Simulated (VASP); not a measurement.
# Re (P6_3/mmc) in VASP: notebook

Re is run at these levels: PBE; tasks: single point.

Program: VASP 6.6.1. These are calculated values, not measurements. Logs are shortened: lines on timing, memory, paths and dates and some standing lists are left out, and cuts for length are marked.

## Step 1: The cell of the first run

The structure is hexagonal, space group P6_3/mmc (No. 194). The conventional cell has a = 2.615 Å, b = 2.615 Å, c = 4.223 Å, α = 90.00°, β = 90.00°, γ = 120.00°. Within 3.4 Å of Re (site symmetry -6m2) lie 12 Re at 2.60 to 2.62 Å.

## Step 2: Single point, PBE

The input, INCAR:

```
ALGO = Normal ; EDIFF = 1E-6
ENCUT = 520 ; GGA = PE
ISIF = 2 ; ISMEAR = 0
LASPH = True ; LCHARG = False
LREAL = False ; LWAVE = False
NBANDS = 14 ; NELM = 80
PREC = Accurate ; SIGMA = 0.05
```

The input, KPOINTS:

```
k-points
0
Gamma
  15 15 8
```

The input, POSCAR:

```
Re
1.0
    2.6152181492      0.0000000000      0.0000000000
   -1.3076090746      2.2648453537      0.0000000000
    0.0000000000      0.0000000000      4.2231112550
Re
2
Direct
    0.3333333333      0.6666666667      0.2500000000
    0.6666666667      0.3333333333      0.7500000000
```

Potentials or basis: VASP PAW PBE potentials, release 64 (Re).

Run with:

```
$ cat potpaw_PBE.64/Re/POTCAR > POTCAR
$ mpirun -np 1 vasp_std > vasp.out
```

OUTCAR:

```text
EDIFF = 1E-6
   ENCUT = 520
   GGA = PE
   ISIF = 2
   ISMEAR = 0
   LASPH = True
   LREAL = False
   NELM = 80
   PREC = Accurate

 ion  position               nearest neighbor table
   1  0.333  0.667  0.250-   2 2.60   2 2.60   2 2.60   2 2.60   2 2.60   2 2.60
   2  0.667  0.333  0.750-   1 2.60   1 2.60   1 2.60   1 2.60   1 2.60   1 2.60

  LATTYP: Found a hexagonal cell.
 ALAT       =     2.6152181492
 C/A-ratio  =     1.6148217908

  Lattice vectors:

 A1 = (   2.6152181492,   0.0000000000,   0.0000000000)
 A2 = (  -1.3076090746,   2.2648453537,   0.0000000000)
 A3 = (   0.0000000000,   0.0000000000,   4.2231112550)

Analysis of symmetry for initial positions (statically):
=====================================================================
 Subroutine PRICEL returns:
 Original cell was already a primitive cell.

 Routine SETGRP: Setting up the symmetry group for a
 hexagonal supercell.

 Subroutine GETGRP returns: Found 24 space group operations
 (whereof 12 operations were pure point group operations)
 out of a pool of 24 trial point group operations.

The static configuration has the point symmetry D_3d.
 The point group associated with its full space group is D_6h.

Analysis of symmetry for dynamics (positions and initial velocities):
=====================================================================
 Subroutine PRICEL returns:
 Original cell was already a primitive cell.

 Routine SETGRP: Setting up the symmetry group for a
 hexagonal supercell.

 Subroutine GETGRP returns: Found 24 space group operations
 (whereof 12 operations were pure point group operations)
 out of a pool of 24 trial point group operations.

The dynamic configuration has the point symmetry D_3d.
 The point group associated with its full space group is D_6h.

 Subroutine INISYM returns: Found 24 space group operations
 (whereof 12 operations are pure point group operations),
 and found     1 'primitive' translations

----------------------------------------------------------------------------------------

                                     Primitive cell

  volume of cell :      25.0138

  direct lattice vectors                    reciprocal lattice vectors
     2.615218149  0.000000000  0.000000000     0.382377279  0.220765625  0.000000000
    -1.307609075  2.264845354  0.000000000     0.000000000  0.441531250  0.000000000
     0.000000000  0.000000000  4.223111255     0.000000000  0.000000000  0.236792246

  length of vectors
     2.615218149  2.615218149  4.223111255     0.441531250  0.441531250  0.236792246

  position of ions in fractional coordinates (direct lattice)
     0.333333333  0.666666667  0.250000000
     0.666666667  0.333333333  0.750000000

  ion indices of the primitive-cell ions
   primitive index   ion index
                 1           1
                 2           2

----------------------------------------------------------------------------------------

 KPOINTS: k-points

Automatic generation of k-mesh.
 Grid dimensions read from file:
 generate k-points for:   15   15    8

 Generating k-lattice:

  Cartesian coordinates                     Fractional coordinates (reciprocal lattice)
     0.025491819  0.014717708  0.000000000     0.066666667  0.000000000  0.000000000
     0.000000000  0.029435417  0.000000000     0.000000000  0.066666667  0.000000000
     0.000000000  0.000000000  0.029599031     0.000000000  0.000000000  0.125000000

  Length of vectors
     0.029435417  0.029435417  0.029599031

  Shift w.r.t. Gamma in fractional coordinates (k-lattice)
     0.000000000  0.000000000  0.000000000

 Subroutine IBZKPT returns following result:
 ===========================================

 Found    135 irreducible k-points:

 Following reciprocal coordinates:
            Coordinates               Weight
  0.000000  0.000000  0.000000      1.000000
  0.066667  0.000000  0.000000      6.000000
  0.133333 -0.000000  0.000000      6.000000
  0.200000 -0.000000  0.000000      6.000000
  0.266667 -0.000000  0.000000      6.000000
  0.333333 -0.000000  0.000000      6.000000
[... 16 lines left out ...]
  0.333333  0.200000  0.000000     12.000000
  0.400000  0.200000  0.000000      6.000000
 [... further k-points ...]
   k-points           NKPTS =    135   k-points in BZ     NKDIM =    135   number of bands    NBANDS=     14
   number of dos      NEDOS =    301   number of ions     NIONS =      2
   total plane-waves  NPLWV =  12800
   dimension x,y,z NGX =    20 NGY =   20 NGZ =   32
   dimension x,y,z NGXF=    40 NGYF=   40 NGZF=   64
   ions per type =               2
   NGX,Y,Z   is equivalent  to a cutoff of  12.71, 12.71, 12.60 a.u.
   NGXF,Y,Z  is equivalent  to a cutoff of  25.43, 25.43, 25.19 a.u.
 SYSTEM =  unknown system
   PREC   = accura    normal or accurate (medium, high low for compatibility)
   ISTART =      0    job   : 0-new  1-cont  2-samecut
   ICHARG =      2    charge: 1-file 2-atom 10-const
   ISPIN  =      1    spin polarized calculation?
   LNONCOLLINEAR =      F non collinear calculations
   LSORBIT =      F    spin-orbit coupling
   LASPH  =      T    aspherical Exc in radial PAW
   ENCUT  =  520.0 eV  38.22 Ry    6.18 a.u.   4.86  4.86  7.85*2*pi/ulx,y,z
   NELM   =     80;   NELMIN=  2; NELMDL= -5     # of ELM steps
   EDIFF  = 0.1E-05   stopping-criterion for ELM
   LREAL  =      F    real-space projection
   EDIFFG = 0.1E-04   stopping-criterion for IOM
   NSW    =      0    number of steps for IOM
   IBRION =     -1    ionic relax: 0-MD 1-quasi-New 2-CG
   NFREE  =      0    steps in history (QN), initial steepest desc. (CG)
   ISIF   =      2    stress and relaxation
   ISYM   =      2    0-nonsym 1-usesym 2-fastsym
   POTIM  = 0.5000    time-step for ionic-motion
   TEBEG  =    0.0;   TEEND  =   0.0 temperature during run
   PSTRESS=    0.0 pullay stress
   NELECT =      14.0000    total number of electrons
   NUPDOWN=      -1.0000    fix difference up-down
   EMIN   =  10.00;   EMAX   =-10.00  energy-range for DOS
   EFERMI =   0.00;   METHOD = LEGACY
   ISMEAR =     0;   SIGMA  =   0.05  broadening in eV -4-tet -1-fermi 0-gaus
   EFERMI_NEDOS =   21; number of points for ismear=-14 and -15
   IALGO  =     38    algorithm
   IMIX   =      4    mixing-type and parameters
     AMIX     =   0.40;   BMIX     =  1.00
     AMIX_MAG =   1.60;   BMIX_MAG =  1.00
  volume/ion in A,a.u.               =      12.51        84.40
  Fermi-wavevector in a.u.,A,eV,Ry     =   1.349143  2.549510 24.765129  1.820186
  Thomas-Fermi vector in A             =   2.476754
   LORBIT       =      0    0 simple, 1 ext, 2 COOP (PROOUT), +10 PAW based schemes
   GGA     = PE    functional components
   LHFCALC =     F    Hartree Fock is set to
   AEXX    =    0.0000 exact exchange contribution
   IVDW    =     0    specifies the selected vdW correction
   LEPSILON=     F    determine dielectric tensor
   LRPA    =     F    only Hartree local field effects (RPA)
 non-spin polarized calculation
 Gauss-broadening in eV      SIGMA  =   0.05
  energy-cutoff  :      520.00
  volume of cell :       25.01
 maximum number of plane-waves:       699
 NGX is ok and might be reduce to    20
   NGX =  9   NGY =  9   NGZ = 15

 number of electron      14.0000001 magnetization

 Free energy of the ion-electron system (eV)
  ---------------------------------------------------
  ext. energy  EPLUGINS =         0.00000000
  ---------------------------------------------------
  free energy    TOTEN  =       -23.58496775 eV

  energy without entropy =      -23.58258450  energy(sigma->0) =      -23.58377613

 E-fermi :  10.0355     XC(G=0): -14.6433

 val. band max:       10.0259270222   @ k =   0.3333   0.3333   0.0000
 cond. band min:      10.0538072161   @ k =   0.1333  -0.0000   0.0000
 fundamental gap:      0.0278801940
 Fermi energy:        10.0354843587

 k-point     1 :       0.0000    0.0000    0.0000
  band No.  band energies     occupation
      1      -0.9406      2.00000
      2       2.1166      2.00000
      3       7.9528      2.00000
      4       7.9528      2.00000
      5       7.9795      2.00000
      6       9.0398      2.00000
      7       9.0398      2.00000
      8      10.2081      0.00000
      9      10.2081      0.00000
     10      11.1613      0.00000
     11      14.1952      0.00000
     12      14.1952      0.00000
     13      22.3266      0.00000
     14      24.3392      0.00000

 k-point     2 :       0.0667    0.0000    0.0000
  band No.  band energies     occupation
      1      -0.7180      2.00000
      2       2.3264      2.00000
      3       7.3949      2.00000
      4       8.1611      2.00000
      5       8.4558      2.00000
      6       8.8748      2.00000
      7       9.2388      2.00000
      8       9.7840      2.00000
      9      10.0220      1.29699
     10      10.5378      0.00000
     11      14.3340      0.00000
     12      15.2279      0.00000
     13      22.3826      0.00000
     14      24.8590      0.00000

 k-point     3 :       0.1333   -0.0000    0.0000
  band No.  band energies     occupation
      1      -0.0857      2.00000
      2       2.8851      2.00000
      3       6.7421      2.00000
      4       8.3910      2.00000
      5       8.3939      2.00000
      6       8.7759      2.00000
      7       9.0926      2.00000
      8       9.5629      2.00000
      9       9.8241      2.00000
     10      10.0538      0.60428
     11      14.6544      0.00000
     12      17.0961      0.00000
     13      22.3905      0.00000
     14      26.2761      0.00000
[... 324 lines left out ...]
 k-point    23 :       0.3333    0.2000    0.0000
  band No.  band energies     occupation
      1       3.5939      2.00000
      2       4.2211      2.00000
      3       4.4530      2.00000
      4       6.6435      2.00000
      5       7.1089      2.00000
      6       8.2519      2.00000
      7       9.4095      2.00000
      8      12.9911      0.00000
      9      14.7583      0.00000
     10      14.7720      0.00000
     11      17.7942      0.00000
     12      19.8415      0.00000
     13      21.3664      0.00000
     14      23.7168      0.00000

 k-point    24 :       0.4000    0.2000    0.0000
  band No.  band energies     occupation
      1       3.4553      2.00000
      2       4.1346      2.00000
      3       4.4933      2.00000
      4       7.0352      2.00000
      5       7.1846      2.00000
      6       8.0278      2.00000
      7       9.6611      2.00000
      8      13.7593      0.00000
      9      14.6814      0.00000
     10      14.7387      0.00000
     11      18.2473      0.00000
     12      18.9641      0.00000
     13      20.7100      0.00000
     14      24.5291      0.00000

 [... further k-points ...]
[... 5 lines left out ...]
  --------------------------------------------------------------------------------------
  -------------------------------------------------------------------------------------
  Total       15.1782027     15.1782027     15.4867408      0.0000000     -0.0000000      0.0000000
  in kB      972.1917525    972.1917525    991.9541856      0.0000000     -0.0000000      0.0000000
  external PRESSURE =     978.7792302 kB  Pullay stress =       0.0000000 kB

 VOLUME and BASIS-vectors are now :
 -----------------------------------------------------------------------------
  energy-cutoff  :      520.00
  volume of cell :       25.01
      direct lattice vectors                 reciprocal lattice vectors
     2.615218149  0.000000000  0.000000000     0.382377279  0.220765625  0.000000000
    -1.307609075  2.264845354  0.000000000     0.000000000  0.441531250  0.000000000
     0.000000000  0.000000000  4.223111255     0.000000000  0.000000000  0.236792246

 POSITION                                       TOTAL-FORCE (eV/Angst)
 -----------------------------------------------------------------------------------
     -0.00000      1.50990      1.05578         0.000000     -0.000000      0.000000
      1.30761      0.75495      3.16733        -0.000000      0.000000      0.000000
 -----------------------------------------------------------------------------------
    total drift:                                0.000000     -0.000000     -0.000000

  FREE ENERGIE OF THE ION-ELECTRON SYSTEM (eV)
  ---------------------------------------------------
  free  energy   TOTEN  =       -23.5849677508 eV

  energy  without entropy=      -23.5825845000  energy(sigma->0) =      -23.58377613
```

It took 18 s on 1 thread of AMD EPYC 9R45 (Zen 5), shared host; peak memory 0.14 GiB.

Results:

```
Free energy            : -23.5850 eV
Pressure               : 97.9 GPa
Band gap on the k mesh : zero (band 7 reaches 11.92 eV, above the bottom of band 8 at 7.80 eV)
```

Stress tensor (GPa, compression positive):
```
97.22  0.00  0.00
 0.00 97.22  0.00
 0.00  0.00 99.20
```

Caveat: spin-orbit coupling is left out, which moves the levels of the heavy elements.

## Step 3: Single point, PBE

This run uses another cell than the first one, of 14.71 Å³/atom, 1.176 times its volume.

The input, INCAR:

```
SYSTEM = Re
  PREC = Accurate
  ENCUT = 520
  EDIFF = 1E-6
  ISMEAR = 0
  SIGMA = 0.05
  LREAL = .False.
  LASPH = .True.
  NELM = 80
  ALGO = Fast
  ISIF = 2
  LWAVE = .False.
  LCHARG = .False.
  GGA = PE
  NBANDS = 14
```

The input, KPOINTS:

```
Automatic mesh
0
Gamma
  15 15 8
  0 0 0
```

The input, POSCAR:

```
Re
1.0
    2.7608000000      0.0000000000      0.0000000000
   -1.3804000000      2.3909229348      0.0000000000
    0.0000000000      0.0000000000      4.4582000000
Re
2
Direct
    0.3333333333      0.6666666667      0.2500000000
    0.6666666667      0.3333333333      0.7500000000
```

Potentials or basis: VASP PAW PBE potentials, release 64 (Re).

Run with:

```
$ cat potpaw_PBE.64/Re/POTCAR > POTCAR
$ mpirun -np 1 vasp_std > vasp.out
```

It took 34 s on 1 thread of AMD EPYC 9R45 (Zen 5), shared host; peak memory 0.16 GiB.

It converged, with:

```yaml
Free_energy: -24.8468 eV
Pressure: 5.7 GPa
Band_gap_on_the_k_mesh: zero (band 7 reaches 9.40 eV, above the bottom of band 8 at 6.18 eV)
```

Stress tensor (GPa, compression positive):
```
5.14 0.00 0.00
0.00 5.14 0.00
0.00 0.00 6.69
```

Levels at points of the mesh, in eV from the Fermi level:
| k point | band 5 | band 6 | band 7 | band 8 | band 9 | band 10 |
| --- | --- | --- | --- | --- | --- | --- |
| (0.00, 0.00, 0.00) | -1.55 | -0.71 | -0.71 | 0.22 | 0.22 | 0.65 |
| (0.00, 0.00, 0.50) | -1.68 | -1.68 | -1.68 | -1.68 | 2.58 | 2.58 |

Caveat: spin-orbit coupling is left out, which moves the levels of the heavy elements.
